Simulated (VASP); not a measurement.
Mg2Ti3O3, 8 atoms in the cell. Symmetry: Pm-3m, No. 221, cubic system. Conventional cell: a = 4.759 Å, b = 4.759 Å, c = 4.759 Å, α = 90.00°, β = 90.00°, γ = 90.00°. Mg (site symmetry m-3m) has 6 Ti at 2.38 Å within 3.1 Å. Mg (site symmetry m-3m) has 6 O at 2.38 Å within 3.1 Å. Within 3.1 Å of Ti (site symmetry 4/mmm) lie 2 Mg at 2.38 Å and 4 O at 2.38 Å. O (site symmetry 4/mmm) has 2 Mg at 2.38 Å and 4 Ti at 2.38 Å within 3.1 Å. The cell was generated, and may not be a known phase.

```yaml
Program: VASP 6.6.1
Task: relaxation of cell and atoms
Functional: PBE
Potentials_or_basis: VASP PAW PBE potentials, release 64 (Mg, Ti_sv, O)
Cutoff: 600 eV
k_mesh: 4 × 4 × 4
Occupations: gaussian, width 0.2 eV
Spin: collinear spin
Starting_moments: "[0.0, 0.0, 1.0, 1.0, 1.0, 0.0, 0.0, 0.0] μB"
Dipole_correction: no
Further_INCAR_settings: ALGO = Normal; EDIFF = 1e-06; IBRION = 2; EDIFFG = -0.08; NSW = 36; ISIF = 3
```

Potentials or basis: VASP PAW PBE potentials, release 64 (Mg, Ti_sv, O).

Command:

```bash
$ cat potpaw_PBE.64/Mg/POTCAR potpaw_PBE.64/Ti_sv/POTCAR potpaw_PBE.64/O/POTCAR > POTCAR
$ mpirun -np 1 vasp_std > vasp.out
```

Hardware: 1 thread of Intel(R) Xeon(R) 6975P-C (Granite Rapids) (shared host).

Task: Estimate the wall time of this run.

Result: It took 3.2 min on 1 thread of Intel(R) Xeon(R) 6975P-C (Granite Rapids), on a shared host, peak memory 0.33 GiB. Counts: scf iterations 38, k points 10, ion steps 3.
